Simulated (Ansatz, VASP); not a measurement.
## One calculation of AlP, two programs

```
Al P
1.0
     0.00000    2.73458    2.73458
     2.73458    0.00000    2.73458
     2.73458    2.73458    0.00000
Al P
1 1
Direct
  0.00000 0.00000 0.00000
  0.25000 0.25000 0.25000
```

Alike in both runs: functional r2SCAN; dispersion rVV10; k mesh 8 × 8 × 8; occupations gaussian, width 0.02 eV; no spin polarisation.

Ansatz relaxed the structure, and its values are those at the end. VASP's run is a single point on that final structure, the one shown.

```csv
,VASP,Ansatz
version,VASP 6.6.1,Ansatz 0.2.0
potentials or method,"VASP PAW PBE potentials, release 64 (Al, P), cutoff 550 eV","scalar-relativistic, plane waves, PAW"
valence electrons in the cell,8,8
```

|  | VASP | Ansatz | Ansatz less VASP |
| --- | --- | --- | --- |
| gap on the k mesh at the Fermi level (eV) | 1.87 | 1.87 | -0.002 |
| least direct gap on the mesh (eV) | 3.92 | 3.92 | -0.006 |
| pressure (GPa) | -0.3 | 0.0 | +0.27 |

VASP's potentials were made for PBE, not for r2SCAN.
